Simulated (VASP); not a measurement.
# Bi (P6_3/mmc) in VASP: single point with PBEsol

Aim: the single point of Bi with PBEsol.

Program: VASP 6.6.1. These are calculated values, not measurements. Logs are shortened: lines on timing, memory, paths and dates and some standing lists are left out, and cuts for length are marked.

## (1) The cell of the first run

The structure is hexagonal, space group P6_3/mmc (No. 194). The conventional cell has a = 4.537 Å, b = 4.537 Å, c = 5.200 Å, α = 90.00°, β = 90.00°, γ = 120.00°. Within 4.8 Å of Bi (site symmetry -6m2) lie 12 Bi at 3.69 to 4.54 Å.

This isn't the form of Bi at room conditions, which is rhombohedral.

## (2) Single point, PBEsol

POSCAR

```
Bi
1.0
    4.5367400000      0.0000000000      0.0000000000
   -2.2683700000      3.9289320904      0.0000000000
    0.0000000000      0.0000000000      5.1998300000
Bi
2
Direct
    0.3333333333      0.6666666667      0.2500000000
    0.6666666667      0.3333333333      0.7500000000
```

INCAR.step1

```
PREC     = Accurate       # precision mode
ENCUT    = 520            # plane-wave cutoff, eV
EDIFF    = 1E-6           # SCF threshold, eV
ISMEAR   = 0              # smearing method
SIGMA    = 0.05           # smearing width, eV
LREAL    = False          # projectors in reciprocal space
LASPH    = True           # aspherical terms in the spheres
NELM     = 80             # most SCF steps
ALGO     = Fast           # electronic algorithm
ISIF     = 2              # what is computed and relaxed
LWAVE    = False          # write WAVECAR
LCHARG   = True           # write CHGCAR
GGA      = PS             # functional
NBANDS   = 22             # bands
```

KPOINTS.step1

```
regular mesh
0
Gamma
  9 9 8
```

INCAR.step2

```
PREC     = Accurate       # precision mode
ENCUT    = 520            # plane-wave cutoff, eV
EDIFF    = 1E-6           # SCF threshold, eV
ISMEAR   = -5             # smearing method
SIGMA    = 0.05           # smearing width, eV
LREAL    = False          # projectors in reciprocal space
LASPH    = True           # aspherical terms in the spheres
NELM     = 80             # most SCF steps
ALGO     = Fast           # electronic algorithm
ISIF     = 2              # what is computed and relaxed
LWAVE    = False          # write WAVECAR
LCHARG   = False          # write CHGCAR
GGA      = PS             # functional
LORBIT   = 11             # projections on sites
NBANDS   = 22             # bands
NEDOS    = 1001           # points of the DOS
ICHARG   = 11             # starting density
```

KPOINTS.step2

```
regular mesh
0
Gamma
  14 14 12
```

Potentials or basis: VASP PAW PBE potentials, release 64 (Bi_d).

Launch:

```bash
cat potpaw_PBE.64/Bi_d/POTCAR > POTCAR
cp INCAR.step1 INCAR
cp KPOINTS.step1 KPOINTS
mpirun -np 1 vasp_std > vasp.out
cp INCAR.step2 INCAR
cp KPOINTS.step2 KPOINTS
mpirun -np 1 vasp_std > vasp.out
```

OUTCAR:

```text
PREC = Accurate
   ENCUT = 520
   EDIFF = 1E-6
   ISMEAR = -5
   LREAL = False
   LASPH = True
   NELM = 80
   ISIF = 2
   GGA = PS
   LORBIT = 11
   ICHARG = 11

 ion  position               nearest neighbor table
   1  0.333  0.667  0.250-   2 3.69   2 3.69   2 3.69   2 3.69   2 3.69   2 3.69
   2  0.667  0.333  0.750-   1 3.69   1 3.69   1 3.69   1 3.69   1 3.69   1 3.69

  LATTYP: Found a hexagonal cell.
 ALAT       =     4.5367400000
 C/A-ratio  =     1.1461600180

  Lattice vectors:

 A1 = (   4.5367400000,   0.0000000000,   0.0000000000)
 A2 = (  -2.2683700000,   3.9289320904,   0.0000000000)
 A3 = (   0.0000000000,   0.0000000000,   5.1998300000)

Analysis of symmetry for initial positions (statically):
=====================================================================
 Subroutine PRICEL returns:
 Original cell was already a primitive cell.

 Routine SETGRP: Setting up the symmetry group for a
 hexagonal supercell.

 Subroutine GETGRP returns: Found 24 space group operations
 (whereof 12 operations were pure point group operations)
 out of a pool of 24 trial point group operations.

The static configuration has the point symmetry D_3d.
 The point group associated with its full space group is D_6h.

Analysis of symmetry for dynamics (positions and initial velocities):
=====================================================================
 Subroutine PRICEL returns:
 Original cell was already a primitive cell.

 Routine SETGRP: Setting up the symmetry group for a
 hexagonal supercell.

 Subroutine GETGRP returns: Found 24 space group operations
 (whereof 12 operations were pure point group operations)
 out of a pool of 24 trial point group operations.

The dynamic configuration has the point symmetry D_3d.
 The point group associated with its full space group is D_6h.

 Subroutine INISYM returns: Found 24 space group operations
 (whereof 12 operations are pure point group operations),
 and found     1 'primitive' translations

----------------------------------------------------------------------------------------

                                     Primitive cell

  volume of cell :      92.6846

  direct lattice vectors                    reciprocal lattice vectors
     4.536740000  0.000000000  0.000000000     0.220422594  0.127261044  0.000000000
    -2.268370000  3.928932090  0.000000000     0.000000000  0.254522088  0.000000000
     0.000000000  0.000000000  5.199830000     0.000000000  0.000000000  0.192313979

  length of vectors
     4.536740000  4.536740000  5.199830000     0.254522088  0.254522088  0.192313979

  position of ions in fractional coordinates (direct lattice)
     0.333333333  0.666666667  0.250000000
     0.666666667  0.333333333  0.750000000

  ion indices of the primitive-cell ions
   primitive index   ion index
                 1           1
                 2           2

----------------------------------------------------------------------------------------

 KPOINTS: regular mesh

Automatic generation of k-mesh.
 Grid dimensions read from file:
 generate k-points for:   14   14   12

 Generating k-lattice:

  Cartesian coordinates                     Fractional coordinates (reciprocal lattice)
     0.015744471  0.009090075  0.000000000     0.071428571  0.000000000  0.000000000
     0.000000000  0.018180149  0.000000000     0.000000000  0.071428571  0.000000000
     0.000000000  0.000000000  0.016026165     0.000000000  0.000000000  0.083333333

  Length of vectors
     0.018180149  0.018180149  0.016026165

  Shift w.r.t. Gamma in fractional coordinates (k-lattice)
     0.000000000  0.000000000  0.000000000

 TETIRR: Found   2436 inequivalent tetrahedra from    14112

 Subroutine IBZKPT returns following result:
 ===========================================

 Found    168 irreducible k-points:

 Following reciprocal coordinates:
            Coordinates               Weight
  0.000000  0.000000  0.000000      1.000000
  0.071429 -0.000000  0.000000      6.000000
  0.142857  0.000000  0.000000      6.000000
  0.214286  0.000000  0.000000      6.000000
  0.285714 -0.000000  0.000000      6.000000
  0.357143 -0.000000  0.000000      6.000000
[... 16 lines left out ...]
  0.285714  0.285714  0.000000      6.000000
  0.357143  0.285714  0.000000      6.000000
 [... further k-points ...]
   k-points           NKPTS =    168   k-points in BZ     NKDIM =    168   number of bands    NBANDS=     22
   number of dos      NEDOS =   1001   number of ions     NIONS =      2
   total plane-waves  NPLWV =  51840
   dimension x,y,z NGX =    36 NGY =   36 NGZ =   40
   dimension x,y,z NGXF=    72 NGYF=   72 NGZF=   80
   ions per type =               2
   NGX,Y,Z   is equivalent  to a cutoff of  13.19, 13.19, 12.79 a.u.
   NGXF,Y,Z  is equivalent  to a cutoff of  26.38, 26.38, 25.58 a.u.
 SYSTEM =  unknown system
   PREC   = accura    normal or accurate (medium, high low for compatibility)
   ISTART =      0    job   : 0-new  1-cont  2-samecut
   ICHARG =     11    charge: 1-file 2-atom 10-const
   ISPIN  =      1    spin polarized calculation?
   LNONCOLLINEAR =      F non collinear calculations
   LSORBIT =      F    spin-orbit coupling
   LASPH  =      T    aspherical Exc in radial PAW
   ENCUT  =  520.0 eV  38.22 Ry    6.18 a.u.   8.44  8.44  9.67*2*pi/ulx,y,z
   NELM   =     80;   NELMIN=  2; NELMDL=  0     # of ELM steps
   EDIFF  = 0.1E-05   stopping-criterion for ELM
   LREAL  =      F    real-space projection
   EDIFFG = 0.1E-04   stopping-criterion for IOM
   NSW    =      0    number of steps for IOM
   IBRION =     -1    ionic relax: 0-MD 1-quasi-New 2-CG
   NFREE  =      0    steps in history (QN), initial steepest desc. (CG)
   ISIF   =      2    stress and relaxation
   ISYM   =      2    0-nonsym 1-usesym 2-fastsym
   POTIM  = 0.5000    time-step for ionic-motion
   TEBEG  =    0.0;   TEEND  =   0.0 temperature during run
   PSTRESS=    0.0 pullay stress
   NELECT =      30.0000    total number of electrons
   NUPDOWN=      -1.0000    fix difference up-down
   EMIN   =  10.00;   EMAX   =-10.00  energy-range for DOS
   EFERMI =   0.00;   METHOD = LEGACY
   ISMEAR =    -5;   SIGMA  =   0.05  broadening in eV -4-tet -1-fermi 0-gaus
   EFERMI_NEDOS =   21; number of points for ismear=-14 and -15
   IALGO  =     68    algorithm
   IMIX   =      4    mixing-type and parameters
     AMIX     =   0.40;   BMIX     =  1.00
     AMIX_MAG =   1.60;   BMIX_MAG =  1.00
  volume/ion in A,a.u.               =      46.34       312.73
  Fermi-wavevector in a.u.,A,eV,Ry     =   1.124034  2.124116 17.190310  1.263452
  Thomas-Fermi vector in A             =   2.260703
   LORBIT       =     11    0 simple, 1 ext, 2 COOP (PROOUT), +10 PAW based schemes
   GGA     = PS    functional components
   LHFCALC =     F    Hartree Fock is set to
   AEXX    =    0.0000 exact exchange contribution
   IVDW    =     0    specifies the selected vdW correction
   LEPSILON=     F    determine dielectric tensor
   LRPA    =     F    only Hartree local field effects (RPA)
 non-spin polarized calculation
 RMM-DIIS sequential band-by-band and
 Fermi weights with tetrahedron method with Bloechl corrections
  energy-cutoff  :      520.00
  volume of cell :       92.68
 maximum number of plane-waves:      2545
 NGX is ok and might be reduce to    36

 number of electron      29.9999988 magnetization

 Free energy of the ion-electron system (eV)
  ---------------------------------------------------
  ext. energy  EPLUGINS =         0.00000000
  ---------------------------------------------------
  free energy    TOTEN  =        -7.26176462 eV

  energy without entropy =       -7.26176462  energy(sigma->0) =       -7.26176462

 E-fermi :   3.4996     XC(G=0):  -8.5987

 val. band max:        3.5720230601   @ k =   0.1429   0.0000   0.2500
 cond. band min:       3.4311488543   @ k =   0.2857   0.0714   0.1667
 fundamental gap:     -0.1408742057
 Fermi energy:         3.4995977452

 k-point     1 :       0.0000    0.0000    0.0000
  band No.  band energies     occupation
      1     -19.2009      2.00000
      2     -19.2009      2.00000
      3     -19.1852      2.00000
      4     -19.1686      2.00000
      5     -19.1686      2.00000
      6     -19.1682      2.00000
[... 14 lines left out ...]
     21      11.3586      0.00000
     22      11.3589      0.00000

 k-point     2 :       0.0714   -0.0000    0.0000
  band No.  band energies     occupation
      1     -19.2015      2.00000
      2     -19.2004      2.00000
      3     -19.1857      2.00000
      4     -19.1705      2.00000
      5     -19.1704      2.00000
      6     -19.1660      2.00000
[... 14 lines left out ...]
     21      10.8036      0.00000
     22      11.3681      0.00000

 k-point     3 :       0.1429    0.0000    0.0000
  band No.  band energies     occupation
      1     -19.2032      2.00000
      2     -19.1991      2.00000
      3     -19.1873      2.00000
      4     -19.1723      2.00000
      5     -19.1715      2.00000
      6     -19.1632      2.00000
[... 14 lines left out ...]
     21      10.2702      0.00000
     22      11.4559      0.00000

 k-point     4 :       0.2143    0.0000    0.0000
  band No.  band energies     occupation
      1     -19.2055      2.00000
      2     -19.1970      2.00000
      3     -19.1897      2.00000
      4     -19.1733      2.00000
      5     -19.1719      2.00000
      6     -19.1600      2.00000
[... 14 lines left out ...]
     21      10.6828      0.00000
     22      11.6664      0.00000

 k-point     5 :       0.2857   -0.0000    0.0000
  band No.  band energies     occupation
      1     -19.2079      2.00000
      2     -19.1945      2.00000
      3     -19.1925      2.00000
      4     -19.1737      2.00000
      5     -19.1719      2.00000
      6     -19.1567      2.00000
[... 417 lines left out ...]
 k-point    22 :       0.3571    0.2143    0.0000
  band No.  band energies     occupation
      1     -19.2169      2.00000
      2     -19.1905      2.00000
      3     -19.1800      2.00000
      4     -19.1771      2.00000
      5     -19.1757      2.00000
      6     -19.1531      2.00000
[... 14 lines left out ...]
     21      11.2224      0.00000
     22      12.1884      0.00000

 k-point    23 :       0.2857    0.2857    0.0000
  band No.  band energies     occupation
      1     -19.2176      2.00000
      2     -19.1873      2.00000
      3     -19.1834      2.00000
      4     -19.1760      2.00000
      5     -19.1742      2.00000
      6     -19.1559      2.00000
[... 14 lines left out ...]
     21      10.2642      0.00000
     22      12.2359      0.00000

 k-point    24 :       0.3571    0.2857    0.0000
  band No.  band energies     occupation
      1     -19.2183      2.00000
      2     -19.1865      2.00000
      3     -19.1820      2.00000
      4     -19.1790      2.00000
      5     -19.1697      2.00000
      6     -19.1604      2.00000
[... 14 lines left out ...]
     21      11.0389      0.00000
     22      11.2738      0.00000

 [... further k-points ...]

------------------------ aborting loop because EDIFF is reached ----------------------------------------

  FORCE on cell =-STRESS in cart. coord.  units (eV):
  Direction    XX          YY          ZZ          XY          YZ          ZX
  --------------------------------------------------------------------------------------
  -------------------------------------------------------------------------------------
  Total       -3.8595734     -3.8595734     -6.6206696      0.0000000      0.0000000      0.0000000
  in kB      -66.7178935    -66.7178935   -114.4471386      0.0000000      0.0000000      0.0000000
  external PRESSURE =     -82.6276418 kB  Pullay stress =       0.0000000 kB

 VOLUME and BASIS-vectors are now :
 -----------------------------------------------------------------------------
  energy-cutoff  :      520.00
  volume of cell :       92.68
      direct lattice vectors                 reciprocal lattice vectors
     4.536740000  0.000000000  0.000000000     0.220422594  0.127261044  0.000000000
    -2.268370000  3.928932090  0.000000000     0.000000000  0.254522088  0.000000000
     0.000000000  0.000000000  5.199830000     0.000000000  0.000000000  0.192313979

 POSITION                                       TOTAL-FORCE (eV/Angst)
 -----------------------------------------------------------------------------------
     -0.00000      2.61929      1.29996        -0.000000      0.000000     -0.000000
      2.26837      1.30964      3.89987         0.000000      0.000000      0.000000
 -----------------------------------------------------------------------------------
    total drift:                               -0.000000      0.000000      0.000000

  FREE ENERGIE OF THE ION-ELECTRON SYSTEM (eV)
  ---------------------------------------------------
  free  energy   TOTEN  =        -7.2617646211 eV

  energy  without entropy=       -7.2617646211  energy(sigma->0) =       -7.26176462

 total charge

# of ion       s       p       d       tot
------------------------------------------
    1        1.545   1.165   9.896  12.606
    2        1.545   1.165   9.896  12.606
--------------------------------------------------
tot          3.091   2.331  19.791  25.213
```

Wall time 8.2 min (1 thread of Intel Xeon 8259CL, shared host); peak memory 0.41 GiB.

Results:

| Quantity | Value |
| --- | --- |
| Valence electrons inside the program's atomic spheres | Bi 12.61 |

Caveat: the PAW data sets were made with another functional, which shifts forces and pressure a little; spin-orbit coupling is left out, which moves the levels of the heavy elements; tetrahedron occupations give inexact forces and stress in metals.
